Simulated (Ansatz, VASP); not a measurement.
GaN in VASP and in Ansatz

```
CELL_PARAMETERS angstrom
0.00000 2.10852 2.10852
2.10852 0.00000 2.10852
2.10852 2.10852 0.00000
ATOMIC_POSITIONS crystal
Ga 0.00000 0.00000 0.00000
N 0.50000 0.50000 0.50000
```

Alike in both runs: task single point; functional r2SCAN; k mesh 10 × 10 × 10; occupations fermi-dirac, width 0.02 eV; non-collinear spin, spin-orbit coupling.

|  | VASP | Ansatz |
| --- | --- | --- |
| version | VASP 6.6.1 | Ansatz 0.2.0 |
| potentials or method | VASP PAW PBE potentials, release 64 (Ga_d, N) | plane waves, PAW |
| plane-wave cutoff (eV) | 520 | 500 |
| valence electrons in the cell | 18 | 18 |

```tsv
	VASP	Ansatz	Ansatz less VASP
pressure (GPa)	1.3	0.0	-1.34
net moment per atom (μB)	0.00	0.00	0.000
```

VASP's potentials were made for PBE, not for r2SCAN.
